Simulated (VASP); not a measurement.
# TiO2 (R-3m) in VASP: single point with LDA

Aim: the single point of TiO2 with LDA.

Everything below comes from runs of VASP 6.6.1. Logs are shortened: lines on timing, memory, paths and dates and some standing lists are left out, and cuts for length are marked.

## Step 1: The cell of the first run

Symmetry: R-3m, No. 166, trigonal system. Conventional cell: a = 2.995 Å, b = 2.995 Å, c = 20.945 Å, α = 90.00°, β = 90.00°, γ = 120.00°. Within 2.6 Å of Ti (site symmetry -3m) lie 6 O at 1.98 Å. O (site symmetry 3m) has 3 Ti at 1.98 Å and 3 O at 2.60 Å within 2.6 Å.

## Step 2: Single point, LDA

Contents of INCAR:

```
SYSTEM = TiO2
ALGO = Normal
EDIFF = 1E-7
ENCUT = 520
GGA = CA
ISIF = 2
ISMEAR = 0
LASPH = .TRUE.
LCHARG = .TRUE.
LELF = .TRUE.
LREAL = .FALSE.
LVHAR = .TRUE.
LWAVE = .FALSE.
NBANDS = 19
NELM = 100
PREC = Accurate
SIGMA = 0.01
```

Contents of KPOINTS:

```
k-points
0
G
  4 4 4
  0 0 0
```

Contents of POSCAR:

```
TiO2
1.0
    1.4973312000      0.8644845700      6.9815443900
   -1.4973312000      0.8644845700      6.9815443900
    0.0000000000     -1.7289691400      6.9815443900
Ti O
1 2
Direct
    0.0000000000      0.0000000000      0.0000000000
    0.6204670000      0.6204670000      0.6204670000
    0.3795330000      0.3795330000      0.3795330000
```

Potentials or basis: VASP PAW LDA potentials, release 64 (Ti_sv, O).

Launch:

```sh
$ cat potpaw_LDA.64/Ti_sv/POTCAR potpaw_LDA.64/O/POTCAR > POTCAR
$ mpirun -np 1 vasp_std > vasp.out
```

OUTCAR:

```text
SYSTEM = TiO2
   EDIFF = 1E-7
   ENCUT = 520
   GGA = CA
   ISIF = 2
   ISMEAR = 0
   LASPH = .TRUE.
   LREAL = .FALSE.
   NELM = 100
   PREC = Accurate

 ion  position               nearest neighbor table
   1  0.000  0.000  0.000-   2 1.98   3 1.98   2 1.98   2 1.98   3 1.98   3 1.98
   2  0.620  0.620  0.620-   1 1.98   1 1.98   1 1.98
   3  0.380  0.380  0.380-   1 1.98   1 1.98   1 1.98

  LATTYP: Found a trigonal (rhomboedric) cell.
 ALAT       =     7.1924471749
 COS(alpha) =     0.9133213016

  Lattice vectors:

 A1 = (   1.4973312000,   0.8644845700,   6.9815443900)
 A2 = (  -1.4973312000,   0.8644845700,   6.9815443900)
 A3 = (   0.0000000000,  -1.7289691400,   6.9815443900)

Analysis of symmetry for initial positions (statically):
=====================================================================
 Subroutine PRICEL returns:
 Original cell was already a primitive cell.

 Routine SETGRP: Setting up the symmetry group for a
 trigonal (rhombohedral) supercell.

 Subroutine GETGRP returns: Found 12 space group operations
 (whereof 12 operations were pure point group operations)
 out of a pool of 12 trial point group operations.

The static configuration has the point symmetry D_3d.

Analysis of symmetry for dynamics (positions and initial velocities):
=====================================================================
 Subroutine PRICEL returns:
 Original cell was already a primitive cell.

 Routine SETGRP: Setting up the symmetry group for a
 trigonal (rhombohedral) supercell.

 Subroutine GETGRP returns: Found 12 space group operations
 (whereof 12 operations were pure point group operations)
 out of a pool of 12 trial point group operations.

The dynamic configuration has the point symmetry D_3d.

 Subroutine INISYM returns: Found 12 space group operations
 (whereof 12 operations are pure point group operations),
 and found     1 'primitive' translations

----------------------------------------------------------------------------------------

                                     Primitive cell

  volume of cell :      54.2223

  direct lattice vectors                    reciprocal lattice vectors
     1.497331200  0.864484570  6.981544390     0.333927457  0.192793108  0.047744928
    -1.497331200  0.864484570  6.981544390    -0.333927457  0.192793108  0.047744928
     0.000000000 -1.728969140  6.981544390     0.000000000 -0.385586215  0.047744928

  length of vectors
     7.192447175  7.192447175  7.192447174     0.388530960  0.388530960  0.388530961

  position of ions in fractional coordinates (direct lattice)
     0.000000000  0.000000000  0.000000000
     0.620467000  0.620467000  0.620467000
     0.379533000  0.379533000  0.379533000

  ion indices of the primitive-cell ions
   primitive index   ion index
                 1           1
                 2           2
                 3           3

----------------------------------------------------------------------------------------

 KPOINTS: k-points

Automatic generation of k-mesh.
 Grid dimensions read from file:
 generate k-points for:    4    4    4

 Generating k-lattice:

  Cartesian coordinates                     Fractional coordinates (reciprocal lattice)
     0.083481864  0.048198277  0.011936232     0.250000000  0.000000000  0.000000000
    -0.083481864  0.048198277  0.011936232     0.000000000  0.250000000  0.000000000
     0.000000000 -0.096396554  0.011936232     0.000000000  0.000000000  0.250000000

  Length of vectors
     0.097132740  0.097132740  0.097132740

  Shift w.r.t. Gamma in fractional coordinates (k-lattice)
     0.000000000  0.000000000  0.000000000

 Subroutine IBZKPT returns following result:
 ===========================================

 Found     13 irreducible k-points:

 Following reciprocal coordinates:
            Coordinates               Weight
  0.000000  0.000000  0.000000      1.000000
  0.250000 -0.000000  0.000000      6.000000
  0.500000 -0.000000  0.000000      3.000000
  0.250000  0.250000  0.000000      6.000000
  0.500000  0.250000  0.000000     12.000000
 -0.250000  0.250000  0.000000      6.000000
  0.500000  0.500000  0.000000      3.000000
  0.250000  0.250000  0.250000      2.000000
  0.500000  0.250000  0.250000      6.000000
 -0.250000  0.250000  0.250000      6.000000
  0.500000  0.500000  0.250000      6.000000
 -0.250000  0.500000  0.250000      6.000000
  0.500000  0.500000  0.500000      1.000000
   k-points           NKPTS =     13   k-points in BZ     NKDIM =     13   number of bands    NBANDS=     19
   number of dos      NEDOS =    301   number of ions     NIONS =      3
   total plane-waves  NPLWV = 157464
   dimension x,y,z NGX =    54 NGY =   54 NGZ =   54
   dimension x,y,z NGXF=   108 NGYF=  108 NGZF=  108
   ions per type =               1   2
   NGX,Y,Z   is equivalent  to a cutoff of  12.48, 12.48, 12.48 a.u.
   NGXF,Y,Z  is equivalent  to a cutoff of  24.96, 24.96, 24.96 a.u.
 SYSTEM =  TiO2
   PREC   = accura    normal or accurate (medium, high low for compatibility)
   ISTART =      0    job   : 0-new  1-cont  2-samecut
   ICHARG =      2    charge: 1-file 2-atom 10-const
   ISPIN  =      1    spin polarized calculation?
   LNONCOLLINEAR =      F non collinear calculations
   LSORBIT =      F    spin-orbit coupling
   LASPH  =      T    aspherical Exc in radial PAW
   ENCUT  =  520.0 eV  38.22 Ry    6.18 a.u.  13.37 13.37 13.37*2*pi/ulx,y,z
   NELM   =    100;   NELMIN=  2; NELMDL= -5     # of ELM steps
   EDIFF  = 0.1E-06   stopping-criterion for ELM
   LREAL  =      F    real-space projection
   EDIFFG = 0.1E-05   stopping-criterion for IOM
   NSW    =      0    number of steps for IOM
   IBRION =     -1    ionic relax: 0-MD 1-quasi-New 2-CG
   NFREE  =      0    steps in history (QN), initial steepest desc. (CG)
   ISIF   =      2    stress and relaxation
   ISYM   =      2    0-nonsym 1-usesym 2-fastsym
   POTIM  = 0.5000    time-step for ionic-motion
   TEBEG  =    0.0;   TEEND  =   0.0 temperature during run
   PSTRESS=    0.0 pullay stress
   NELECT =      24.0000    total number of electrons
   NUPDOWN=      -1.0000    fix difference up-down
   EMIN   =  10.00;   EMAX   =-10.00  energy-range for DOS
   EFERMI =   0.00;   METHOD = LEGACY
   ISMEAR =     0;   SIGMA  =   0.01  broadening in eV -4-tet -1-fermi 0-gaus
   EFERMI_NEDOS =   21; number of points for ismear=-14 and -15
   IALGO  =     38    algorithm
   IMIX   =      4    mixing-type and parameters
     AMIX     =   0.40;   BMIX     =  1.00
     AMIX_MAG =   1.60;   BMIX_MAG =  1.00
  volume/ion in A,a.u.               =      18.07       121.97
  Fermi-wavevector in a.u.,A,eV,Ry     =   1.247630  2.357680 21.178579  1.556582
  Thomas-Fermi vector in A             =   2.381754
   LORBIT       =      0    0 simple, 1 ext, 2 COOP (PROOUT), +10 PAW based schemes
   GGA     = CA    functional components
   LHFCALC =     F    Hartree Fock is set to
   AEXX    =    0.0000 exact exchange contribution
   IVDW    =     0    specifies the selected vdW correction
   LEPSILON=     F    determine dielectric tensor
   LRPA    =     F    only Hartree local field effects (RPA)
 non-spin polarized calculation
 Gauss-broadening in eV      SIGMA  =   0.01
  energy-cutoff  :      520.00
  volume of cell :       54.22
 maximum number of plane-waves:      1507
 NGX is ok and might be reduce to    54
   NGX = 27   NGY = 27   NGZ = 27

 number of electron      24.0000007 magnetization

 Free energy of the ion-electron system (eV)
  ---------------------------------------------------
  ext. energy  EPLUGINS =         0.00000000
  ---------------------------------------------------
  free energy    TOTEN  =       -28.75256215 eV

  energy without entropy =      -28.75256215  energy(sigma->0) =      -28.75256215

 E-fermi :  -1.3373     XC(G=0):  -8.0519

 val. band max:       -1.4383735558   @ k =   0.2500  -0.0000   0.0000
 cond. band min:       1.1681908744   @ k =   0.0000   0.0000   0.0000
 fundamental gap:      2.6065644302
 Fermi energy:        -1.3372872288

 k-point     1 :       0.0000    0.0000    0.0000
  band No.  band energies     occupation
      1     -57.0832      2.00000
      2     -33.7313      2.00000
      3     -33.4618      2.00000
      4     -33.4618      2.00000
      5     -18.4982      2.00000
      6     -16.6823      2.00000
[... 11 lines left out ...]
     18       5.6741      0.00000
     19       8.7318      0.00000

 k-point     2 :       0.2500   -0.0000    0.0000
  band No.  band energies     occupation
      1     -57.0463      2.00000
      2     -33.7648      2.00000
      3     -33.6643      2.00000
      4     -33.5192      2.00000
      5     -17.8248      2.00000
      6     -17.0002      2.00000
[... 11 lines left out ...]
     18       7.2903      0.00000
     19      10.2273      0.00000

 k-point     3 :       0.5000   -0.0000    0.0000
  band No.  band energies     occupation
      1     -57.0092      2.00000
      2     -34.0496      2.00000
      3     -33.5993      2.00000
      4     -33.5760      2.00000
      5     -17.5800      2.00000
      6     -16.8238      2.00000
[... 11 lines left out ...]
     18      10.3252      0.00000
     19      10.8767      0.00000

 k-point     4 :       0.2500    0.2500    0.0000
  band No.  band energies     occupation
      1     -57.0463      2.00000
      2     -33.7647      2.00000
      3     -33.6643      2.00000
      4     -33.5192      2.00000
      5     -17.8248      2.00000
      6     -17.0002      2.00000
[... 165 lines left out ...]
     18       7.8080      0.00000
     19       9.1080      0.00000

 k-point    12 :      -0.2500    0.5000    0.2500
  band No.  band energies     occupation
      1     -57.0092      2.00000
      2     -33.9333      2.00000
      3     -33.7001      2.00000
      4     -33.5991      2.00000
      5     -17.2391      2.00000
      6     -17.1726      2.00000
[... 11 lines left out ...]
     18       9.7983      0.00000
     19      11.6369      0.00000

 k-point    13 :       0.5000    0.5000    0.5000
  band No.  band energies     occupation
      1     -57.0832      2.00000
      2     -33.7313      2.00000
      3     -33.4618      2.00000
      4     -33.4618      2.00000
      5     -18.4975      2.00000
      6     -16.6831      2.00000
[... 11 lines left out ...]
     18       6.4679      0.00000
     19       7.2196      0.00000

------------------------ aborting loop because EDIFF is reached ----------------------------------------

  FORCE on cell =-STRESS in cart. coord.  units (eV):
  Direction    XX          YY          ZZ          XY          YZ          ZX
  --------------------------------------------------------------------------------------
  -------------------------------------------------------------------------------------
  Total       -2.6843929     -2.6843929     -1.5364414      0.0000000      0.0000000     -0.0000000
  in kB      -79.3192856    -79.3192853    -45.3992534      0.0000000      0.0000000     -0.0000000
  external PRESSURE =     -68.0126081 kB  Pullay stress =       0.0000000 kB

 VOLUME and BASIS-vectors are now :
 -----------------------------------------------------------------------------
  energy-cutoff  :      520.00
  volume of cell :       54.22
      direct lattice vectors                 reciprocal lattice vectors
     1.497331200  0.864484570  6.981544390     0.333927457  0.192793108  0.047744928
    -1.497331200  0.864484570  6.981544390    -0.333927457  0.192793108  0.047744928
     0.000000000 -1.728969140  6.981544390     0.000000000 -0.385586215  0.047744928

 POSITION                                       TOTAL-FORCE (eV/Angst)
 -----------------------------------------------------------------------------------
      0.00000      0.00000      0.00000         0.000000      0.000000     -0.000000
      0.00000      0.00000     12.99545         0.000000     -0.000000      0.763495
      0.00000      0.00000      7.94918         0.000000      0.000000     -0.763495
 -----------------------------------------------------------------------------------
    total drift:                                0.000000      0.000000     -0.000000

  FREE ENERGIE OF THE ION-ELECTRON SYSTEM (eV)
  ---------------------------------------------------
  free  energy   TOTEN  =       -28.7525621532 eV

  energy  without entropy=      -28.7525621532  energy(sigma->0) =      -28.75256215
```

Wall time 2.4 min (1 thread of Intel Xeon 8259CL, shared host); peak memory 0.29 GiB.

What came out:

```
Free energy            : -28.7526 eV
Pressure               : -6.8 GPa
Largest force          : 0.763 eV/Å
Band gap on the k mesh : 2.61 eV, indirect (least direct gap 2.75 eV)
```

Forces in eV/Å, atoms in the order of the input:
```
Ti   0.000  0.000  0.000
O    0.000  0.000  0.763
O    0.000  0.000 -0.763
```

Caveat: the k points lie up to 0.61 Å⁻¹ apart. A k mesh can miss the band edges.
